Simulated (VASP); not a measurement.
# Be16H (a cell with a defect) in VASP: a series of runs

Runs on Be16H (a cell with a defect). Level: PBE. Tasks: single point, relaxation of the atoms.

Program: VASP 6.6.1. These are calculated values, not measurements. Logs are shortened: lines on timing, memory, paths and dates and some standing lists are left out, and cuts for length are marked.

## Step 1: The cell of the first run

The cell holds a defect, 17 atoms: a = 4.580 Å, b = 3.966 Å, c = 7.177 Å, α = 90.00°, β = 90.00°, γ = 90.00°.

## Step 2: Single point, PBE

Input file INCAR:

```
SYSTEM = Be16H
PREC = Accurate
ENCUT = 520
EDIFF = 1E-7
ISMEAR = -1
SIGMA = 0.15
LREAL = Auto
LASPH = .TRUE.
NELM = 100
ALGO = Normal
ISIF = 2
LWAVE = .FALSE.
LCHARG = .TRUE.
GGA = PE
LELF = .TRUE.
LVHAR = .TRUE.
NBANDS = 30
```

Input file KPOINTS:

```
Automatic mesh
0
G
  4 4 3
  0 0 0
```

Input file POSCAR:

```
Be16H
1.0
   -2.2900000000     -3.9663960000      0.0000000000
    3.4350000000     -1.9831980000      0.0000000000
    0.0000000000      0.0000000000      7.1768600000
Be H
16 1
Direct
    0.7467232840      0.5054990743     -0.0069488606
    0.4780809197      0.3372385170      0.2400814562
    0.7463533416      0.5228605975      0.5121319073
    0.4950087667      0.3401819726      0.7484518299
    0.4954640209      0.0056255045      0.0015871844
    0.2466462945      0.8359024787      0.2532596428
    0.4906407064     -0.0036957154      0.5062849213
    0.2467819560      0.8368135893      0.7533438022
    0.2465771498      0.5106889878     -0.0043920322
    0.0161782196      0.3358049849      0.2399507584
    0.2466038656      0.5055306702      0.5021480146
   -0.0017254632      0.3400779299      0.7483669739
   -0.0022463366      0.0054532429      0.0013822201
    0.7468380373      0.8492952272      0.2506095981
    0.0026492799     -0.0039895630      0.5062896587
    0.7466671948      0.8495784210      0.7566763181
    0.7471802275      0.3461748824      0.3353384349
```

Potentials or basis: VASP PAW PBE potentials, release 64 (Be, H).

Started as:

```
$ cat potpaw_PBE.64/Be/POTCAR potpaw_PBE.64/H/POTCAR > POTCAR
$ mpirun -np 1 vasp_std > vasp.out
```

OUTCAR:

```text
SYSTEM = Be16H
   PREC = Accurate
   ENCUT = 520
   EDIFF = 1E-7
   ISMEAR = -1
   LREAL = Auto
   LASPH = .TRUE.
   NELM = 100
   ISIF = 2
   GGA = PE

 ion  position               nearest neighbor table
   1  0.747  0.505  0.993-  16 2.18   4 2.20  12 2.20   2 2.26  10 2.26   9 2.29   9 2.29  13 2.29
                             5 2.29  13 2.29   5 2.29  14 2.30
   2  0.478  0.337  0.240-  17 1.41  10 2.12   5 2.16   9 2.16   6 2.25   6 2.26   1 2.26  11 2.26
                            14 2.29   7 2.34  14 2.38
   3  0.746  0.523  0.512-  17 1.45   4 2.17  12 2.18  16 2.18   7 2.21  15 2.21  14 2.28  11 2.29
                            11 2.29
   4  0.495  0.340  0.748-   3 2.17   1 2.20  11 2.20   7 2.21   9 2.21   5 2.25  16 2.26   8 2.27
                            12 2.28   8 2.30  12 2.30  16 2.33
   5  0.495  0.006  0.002-   2 2.16  16 2.19  14 2.21   8 2.22   6 2.24   4 2.25   9 2.27  13 2.28
                             1 2.29   1 2.29  13 2.30   9 2.31
   6  0.247  0.836  0.253-  11 2.22  15 2.22   7 2.23   5 2.24  13 2.24   2 2.25  10 2.25  10 2.25
                             9 2.25   2 2.26  14 2.29  14 2.29
   7  0.491  0.996  0.506-   8 2.19   4 2.21   3 2.21  16 2.22   6 2.23  15 2.24  11 2.24  14 2.25
                            11 2.31   2 2.34  15 2.34
   8  0.247  0.837  0.753-   9 2.17   7 2.19  15 2.19  13 2.22   5 2.22  11 2.23   4 2.27  12 2.28
                            16 2.29  16 2.29   4 2.30  12 2.30
   9  0.247  0.511  0.996-  10 2.16   2 2.16   8 2.17   4 2.21  12 2.21   6 2.25  13 2.27   5 2.27
                             1 2.29   1 2.29   5 2.31  13 2.31
  10  0.016  0.336  0.240-  17 1.41   2 2.12  13 2.16   9 2.16   6 2.25   6 2.25  11 2.26   1 2.26
                            14 2.29  15 2.34  14 2.38
  11  0.247  0.506  0.502-  12 2.20   4 2.20   6 2.22   8 2.23  15 2.24   7 2.24   2 2.26  10 2.26
                             3 2.29   3 2.29   7 2.31  15 2.31
  12  0.998  0.340  0.748-   3 2.18   1 2.20  11 2.20  15 2.21   9 2.21  13 2.25  16 2.26   4 2.28
                             8 2.28   8 2.30   4 2.30  16 2.33
  13  0.998  0.005  0.001-  10 2.16  16 2.19  14 2.21   8 2.22   6 2.24  12 2.25   9 2.27   5 2.28
                             1 2.29   1 2.29   5 2.30   9 2.31
  14  0.747  0.849  0.251-  13 2.21   5 2.21  15 2.25   7 2.25   3 2.28   6 2.29  10 2.29   6 2.29
                             2 2.29   1 2.30   2 2.38  10 2.38
  15  0.003  0.996  0.506-   8 2.19  12 2.21   3 2.21  16 2.22   6 2.22   7 2.24  11 2.24  14 2.25
                            11 2.31  10 2.34   7 2.34
  16  0.747  0.850  0.757-   1 2.18   3 2.18  13 2.19   5 2.19  15 2.22   7 2.22  12 2.26   4 2.26
                             8 2.29   8 2.29   4 2.33  12 2.33
  17  0.747  0.346  0.335-   2 1.41  10 1.41   3 1.45

  LATTYP: Found a simple orthorhombic cell.
 ALAT       =     3.9663962620
 B/A-ratio  =     1.1547004875
 C/A-ratio  =     1.8094157835

  Lattice vectors:

 A1 = (  -3.4350000000,   1.9831980000,   0.0000000000)
 A2 = (  -2.2900000000,  -3.9663960000,   0.0000000000)
 A3 = (   0.0000000000,   0.0000000000,   7.1768600000)

Analysis of symmetry for initial positions (statically):
[... 172 lines left out ...]
   IALGO  =     38    algorithm
   IMIX   =      4    mixing-type and parameters
     AMIX     =   0.40;   BMIX     =  1.00
     AMIX_MAG =   1.60;   BMIX_MAG =  1.00
  volume/ion in A,a.u.               =       7.67        51.75
  Fermi-wavevector in a.u.,A,eV,Ry     =   1.035573  1.956950 14.591049  1.072412
  Thomas-Fermi vector in A             =   2.169923
   LORBIT       =      0    0 simple, 1 ext, 2 COOP (PROOUT), +10 PAW based schemes
   GGA     = PE    functional components
   LHFCALC =     F    Hartree Fock is set to
   AEXX    =    0.0000 exact exchange contribution
   IVDW    =     0    specifies the selected vdW correction
   LEPSILON=     F    determine dielectric tensor
   LRPA    =     F    only Hartree local field effects (RPA)
 non-spin polarized calculation
  energy-cutoff  :      520.00
  volume of cell :      130.38
 maximum number of plane-waves:      3529
 NGX is ok and might be reduce to    36
   NGX = 17   NGY = 15   NGZ = 27

 number of electron      33.0000000 magnetization

 Free energy of the ion-electron system (eV)
  ---------------------------------------------------
  ext. energy  EPLUGINS =         0.00000000
  ---------------------------------------------------
  free energy    TOTEN  =       -61.60212534 eV

  energy without entropy =      -61.45759089  energy(sigma->0) =      -61.52985812

 E-fermi :   7.3855     XC(G=0): -10.5790

 val. band max:        7.2562095288   @ k =   0.5000   0.0000   0.3333
 cond. band min:       7.4524543782   @ k =   0.5000   0.2500   0.0000
 fundamental gap:      0.1962448494
 Fermi energy:         7.3855317058

 k-point     1 :       0.0000    0.0000    0.0000
  band No.  band energies     occupation
      1      -5.0371      2.00000
      2      -2.9900      2.00000
      3      -2.2107      2.00000
      4      -0.1567      2.00000
      5       0.9722      2.00000
      6       1.7320      2.00000
[... 733 lines left out ...]
     27      13.0753      0.00000
     28      13.3163      0.00000

 [... further k-points ...]

 [bands above 28 left out]

------------------------ aborting loop because EDIFF is reached ----------------------------------------

  FORCE on cell =-STRESS in cart. coord.  units (eV):
  Direction    XX          YY          ZZ          XY          YZ          ZX
  --------------------------------------------------------------------------------------
  -------------------------------------------------------------------------------------
  Total        0.6223682      0.2396035      2.3521520     -0.3456325      0.1610569     -0.2667218
  in kB        7.6482477      2.9444744     28.9054637     -4.2474584      1.9792189     -3.2777291
  external PRESSURE =      13.1660619 kB  Pullay stress =       0.0000000 kB

 VOLUME and BASIS-vectors are now :
 -----------------------------------------------------------------------------
  energy-cutoff  :      520.00
  volume of cell :      130.38
      direct lattice vectors                 reciprocal lattice vectors
    -2.290000000 -3.966396000  0.000000000    -0.109170306 -0.189088533  0.000000000
     3.435000000 -1.983198000  0.000000000     0.218340611 -0.126059022  0.000000000
     0.000000000  0.000000000  7.176860000     0.000000000  0.000000000  0.139336702

 POSITION                                       TOTAL-FORCE (eV/Angst)
 -----------------------------------------------------------------------------------
      0.02639     -3.96430      7.12699         0.000237     -0.000646      0.002743
      0.06361     -2.56507      1.72303         0.000665      0.013610      0.005700
      0.08688     -3.99727      3.67550        -0.001182     -0.007230     -0.001223
      0.03496     -2.63805      5.37153        -0.000313     -0.000405      0.001138
     -1.11529     -1.97636      0.01139        -0.001531     -0.002095     -0.002182
      2.30650     -2.63606      1.81761        -0.004246     -0.001231     -0.002701
[... 9 lines left out ...]
      1.20843     -4.64646      5.43056        -0.000941      0.001861      0.002174
     -0.52193     -3.65015      2.40668        -0.010427      0.008581     -0.011028
 -----------------------------------------------------------------------------------
    total drift:                                0.000276     -0.000946     -0.001470

  FREE ENERGIE OF THE ION-ELECTRON SYSTEM (eV)
  ---------------------------------------------------
  free  energy   TOTEN  =       -61.6021253429 eV

  energy  without entropy=      -61.4575908907  energy(sigma->0) =      -61.52985812
```

stdout:

```text
POSCAR found type information on POSCAR BeH
 POSCAR found :  2 types and      17 ions
 scaLAPACK will be used
 LDA part: xc-table for (Slater+PW92), standard interpolation
 POSCAR, INCAR and KPOINTS ok, starting setup
 FFT: planning ... GRIDC
 FFT: planning ... GRID_SOFT
 FFT: planning ... GRID
 WAVECAR not read
 entering main loop
```

It took 5.6 min on 1 thread of AMD EPYC 7R13, shared host; peak memory 0.22 GiB.

Results:

| Property | Result |
| --- | --- |
| Free energy | -61.6021 eV |
| Pressure | 1.3 GPa |
| Largest force | 0.019 eV/Å |
| Band gap on the k mesh | zero (an odd number of electrons rules out a gap without spin polarisation) |

Forces in eV/Å, atoms in the order of the input:
```
Be   0.000 -0.001  0.003
Be   0.001  0.014  0.006
Be  -0.001 -0.007 -0.001
Be   0.000  0.000  0.001
Be  -0.002 -0.002 -0.002
Be  -0.004 -0.001 -0.003
Be   0.001 -0.003 -0.002
Be   0.000  0.003 -0.001
Be  -0.003 -0.003 -0.003
Be   0.016 -0.008  0.008
Be  -0.003  0.000 -0.002
Be   0.001  0.000  0.001
Be  -0.001 -0.001  0.001
Be   0.001  0.001  0.003
Be   0.005 -0.001 -0.001
Be  -0.001  0.002  0.002
H   -0.010  0.009 -0.011
```

Stress tensor (GPa, compression positive):
```
 0.76 -0.42 -0.33
-0.42  0.29  0.20
-0.33  0.20  2.89
```

Caveat: the k points lie up to 0.40 Å⁻¹ apart, too coarse for converged energies and pressures of a metal.

## Step 3: Single point, PBE

Input file INCAR:

```
  PREC = Accurate
  ENCUT = 520
  EDIFF = 1E-7
  ISMEAR = -1
  SIGMA = 0.15
  LREAL = Auto
  LASPH = T
  NELM = 80
  ALGO = Normal
  ISIF = 2
  LWAVE = F
  LCHARG = F
  GGA = PE
  NBANDS = 30
```

Input file KPOINTS:

```
Automatic mesh
0
Gamma
  4 4 3
```

Input file POSCAR:

```
Be16H
1.0
   -2.2900000000     -3.9663960000      0.0000000000
    3.4350000000     -1.9831980000      0.0000000000
    0.0000000000      0.0000000000      7.1768600000
Be H
16 1
Direct
    0.7513131708      0.4997153308     -0.0014364221
    0.5007823613      0.3322551986      0.2452706337
    0.7727368770      0.5136670883      0.4995842193
    0.5009314251      0.3327598147      0.7549314045
    0.5008263135     -0.0030019628     -0.0021074676
    0.2492225096      0.8332676993      0.2465625636
    0.5008492257     -0.0337214769      0.4986875876
    0.2508479409      0.8335227903      0.7477487369
    0.2502690076      0.4998381448     -0.0014532818
    0.0007631995      0.3341763397      0.2460247239
    0.2288175795      0.5135971637      0.4995925795
    0.0008702158      0.3338564175      0.7493438635
    0.0008065688      0.0007840007     -0.0028559844
    0.7523817734      0.8333232201      0.2465590802
    0.0008204789      0.0116022989      0.4971201891
    0.7510418791      0.8334727520      0.7477403767
    0.5007852148      0.3308058637      0.4718149720
```

Potentials or basis: VASP PAW PBE potentials, release 64 (Be, H).

Started as:

```
$ cat potpaw_PBE.64/Be/POTCAR potpaw_PBE.64/H/POTCAR > POTCAR
$ mpirun -np 1 vasp_std > vasp.out
```

OUTCAR:

```text
PREC = Accurate
   ENCUT = 520
   EDIFF = 1E-7
   ISMEAR = -1
   LREAL = Auto
   LASPH = T
   NELM = 80
   ISIF = 2
   GGA = PE

 ion  position               nearest neighbor table
   1  0.751  0.500  0.999-   4 2.19  10 2.21   2 2.21  14 2.22  12 2.22  16 2.23   5 2.28  13 2.29
                             9 2.29  13 2.29   9 2.29   5 2.30
   2  0.501  0.332  0.245-  17 1.63   1 2.21   9 2.21   5 2.22  10 2.29  14 2.29  10 2.29   6 2.29
                             6 2.30  14 2.30  11 2.32   3 2.32   7 2.33
   3  0.773  0.514  0.500-  17 1.46  11 2.09   7 2.18  16 2.19  12 2.19  10 2.22  14 2.22  15 2.23
                            15 2.25   2 2.32   4 2.33
   4  0.501  0.333  0.755-   1 2.19   9 2.19   5 2.19   8 2.29  16 2.29  12 2.29  12 2.29  16 2.29
                             8 2.29   3 2.33  11 2.33   7 2.34
   5  0.501  0.997  0.998-   4 2.19   2 2.22  14 2.22   6 2.22   8 2.23  16 2.23   9 2.28   1 2.28
                            13 2.29  13 2.29   1 2.30   9 2.30
   6  0.249  0.833  0.247-   7 2.21  11 2.22   9 2.22   5 2.22  13 2.22  15 2.24  14 2.28  10 2.28
                            10 2.29   2 2.29   2 2.30  14 2.30
   7  0.501  0.966  0.499-  17 1.46   3 2.18  11 2.19   8 2.19  16 2.19  14 2.21   6 2.21  15 2.30
                            15 2.30   2 2.33   4 2.34
   8  0.251  0.834  0.748-   7 2.19  11 2.19   5 2.23  13 2.23   9 2.23  15 2.25   4 2.29  12 2.29
                            16 2.29  16 2.29  12 2.29   4 2.29
   9  0.250  0.500  0.999-   4 2.19  10 2.21   2 2.21   6 2.22  12 2.22   8 2.23   5 2.28   1 2.29
                            13 2.29  13 2.29   1 2.29   5 2.30
  10  0.001  0.334  0.246-  15 2.21   1 2.21   9 2.21   3 2.22  11 2.22  13 2.22   6 2.28  14 2.28
                            14 2.29   6 2.29   2 2.29   2 2.29
  11  0.229  0.514  0.500-  17 1.45   3 2.09   7 2.19   8 2.19  12 2.19  10 2.22   6 2.22  15 2.23
                            15 2.25   2 2.32   4 2.33
  12  0.001  0.334  0.749-  11 2.19   3 2.19  13 2.22  15 2.22   9 2.22   1 2.22  16 2.29   8 2.29
                             4 2.29   4 2.29  16 2.29   8 2.29
  13  0.001  0.001  0.997-  12 2.22  10 2.22  14 2.22   6 2.22  16 2.23   8 2.23   1 2.29   9 2.29
                             5 2.29   5 2.29   9 2.29   1 2.29
  14  0.752  0.833  0.247-   7 2.21   3 2.22   1 2.22   5 2.22  13 2.22  15 2.24   6 2.28  10 2.28
                            10 2.29   2 2.29   2 2.30   6 2.30
  15  0.001  0.012  0.497-  10 2.21  12 2.22   3 2.23  11 2.23   6 2.24  14 2.24  16 2.25   8 2.25
                            11 2.25   3 2.25   7 2.30   7 2.30
  16  0.751  0.833  0.748-   7 2.19   3 2.19  13 2.23   5 2.23   1 2.23  15 2.25  12 2.29   4 2.29
                             8 2.29   8 2.29  12 2.29   4 2.29
[... 210 lines left out ...]
  ---------------------------------------------------
  ext. energy  EPLUGINS =         0.00000000
  ---------------------------------------------------
  free energy    TOTEN  =       -61.96253357 eV

  energy without entropy =      -61.82740173  energy(sigma->0) =      -61.89496765

 E-fermi :   7.4054     XC(G=0): -10.5783

 val. band max:        7.3945168634   @ k =   0.5000   0.0000   0.0000
 cond. band min:       7.4638299687   @ k =   0.5000   0.2500   0.0000
 fundamental gap:      0.0693131053
 Fermi energy:         7.4054131403

 k-point     1 :       0.0000    0.0000    0.0000
  band No.  band energies     occupation
      1      -5.1283      2.00000
      2      -2.9514      2.00000
      3      -2.1803      2.00000
      4      -0.3015      2.00000
      5       0.9674      2.00000
      6       1.5458      2.00000
[... 733 lines left out ...]
     27      12.9771      0.00000
     28      13.2947      0.00000

 [... further k-points ...]

 [bands above 28 left out]

------------------------ aborting loop because EDIFF is reached ----------------------------------------

  FORCE on cell =-STRESS in cart. coord.  units (eV):
  Direction    XX          YY          ZZ          XY          YZ          ZX
  --------------------------------------------------------------------------------------
  -------------------------------------------------------------------------------------
  Total        0.4344960      0.4667239      1.4354045      0.0232809      0.0000047      0.0002773
  in kB        5.3394966      5.7355437     17.6396051      0.2860977      0.0000575      0.0034083
  external PRESSURE =       9.5715485 kB  Pullay stress =       0.0000000 kB

 VOLUME and BASIS-vectors are now :
 -----------------------------------------------------------------------------
  energy-cutoff  :      520.00
  volume of cell :      130.38
      direct lattice vectors                 reciprocal lattice vectors
    -2.290000000 -3.966396000  0.000000000    -0.109170306 -0.189088533  0.000000000
     3.435000000 -1.983198000  0.000000000     0.218340611 -0.126059022  0.000000000
     0.000000000  0.000000000  7.176860000     0.000000000  0.000000000  0.139336702

 POSITION                                       TOTAL-FORCE (eV/Angst)
 -----------------------------------------------------------------------------------
     -0.00398     -3.97104      7.16655         0.000630     -0.001624      0.006207
     -0.00550     -2.64523      1.76027         0.002036     -0.001409     -0.001344
     -0.00512     -4.08368      3.58545        -0.000519     -0.002536      0.001855
     -0.00410     -2.64682      5.41804        -0.000646      0.003326     -0.002524
      2.27780     -3.96372      7.16174         0.001070     -0.000351      0.003918
      2.29156     -2.64105      1.76955         0.005039      0.002283      0.001067
[... 9 lines left out ...]
      1.14309     -4.63187      5.36643         0.000853      0.001314     -0.004155
     -0.01048     -2.64237      3.38615        -0.000854     -0.000513     -0.012384
 -----------------------------------------------------------------------------------
    total drift:                                0.000357      0.001543     -0.000124

  FREE ENERGIE OF THE ION-ELECTRON SYSTEM (eV)
  ---------------------------------------------------
  free  energy   TOTEN  =       -61.9625335746 eV

  energy  without entropy=      -61.8274017273  energy(sigma->0) =      -61.89496765
```

Run time: 2.8 min. Hardware: 1 thread of AMD EPYC 7R13, shared host; peak memory 0.22 GiB.

What came out:

```
Free energy            : -61.9625 eV
Pressure               : 1.0 GPa
Largest force          : 0.012 eV/Å
Band gap on the k mesh : zero (an odd number of electrons rules out a gap without spin polarisation)
```

Forces in eV/Å, atoms in the order of the input:
```
Be   0.001 -0.002  0.006
Be   0.002 -0.001 -0.001
Be  -0.001 -0.003  0.002
Be  -0.001  0.003 -0.003
Be   0.001  0.000  0.004
Be   0.005  0.002  0.001
Be  -0.002  0.002  0.004
Be   0.001  0.003 -0.005
Be  -0.003  0.000  0.006
Be  -0.001 -0.002  0.000
Be   0.004 -0.002  0.002
Be   0.003 -0.001 -0.002
Be  -0.010  0.004 -0.003
Be  -0.001 -0.005  0.000
Be   0.001 -0.001  0.004
Be   0.001  0.001 -0.004
H   -0.001 -0.001 -0.012
```

Caveat: the k points lie up to 0.40 Å⁻¹ apart, too coarse for converged energies and pressures of a metal.

[end of part 1 of 2]

The gap in the log of VASP goes by the Fermi energy; the results here count the filled bands.